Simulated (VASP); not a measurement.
Input of a VASP 6.6.1 run:

Contents of INCAR:

```
ALGO     = Normal         # electronic algorithm
EDIFF    = 1E-6           # SCF threshold, eV
ENCUT    = 520            # plane-wave cutoff, eV
GGA      = PE             # functional
ISIF     = 2              # what is computed and relaxed
ISMEAR   = -1             # smearing method
LASPH    = True           # aspherical terms in the spheres
LCHARG   = False          # write CHGCAR
LREAL    = False          # projectors in reciprocal space
LWAVE    = False          # write WAVECAR
NBANDS   = 12             # bands
NELM     = 80             # most SCF steps
PREC     = Accurate       # precision mode
SIGMA    = 0.1            # smearing width, eV
```

The input KPOINTS:

```
k-points
0
Gamma
  12 12 12
```

Contents of POSCAR:

```
P
1.0
    0.0000000000      2.3144757570      2.3144757570
    2.3144757570      0.0000000000      2.3144757570
    2.3144757570      2.3144757570      0.0000000000
P
2
Direct
   -0.1250000000     -0.1250000000     -0.1250000000
    0.1250000000      0.1250000000      0.1250000000
```

Potentials or basis: VASP PAW PBE potentials, release 64 (P).

Launch:

```bash
$ cat potpaw_PBE.64/P/POTCAR > POTCAR
$ mpirun -np 1 vasp_std > vasp.out
```

Predict the band gap on the k mesh.

zero (band 5 reaches 14.21 eV, above the bottom of band 6 at 9.73 eV).

Estimate the pressure.

68.5 GPa.
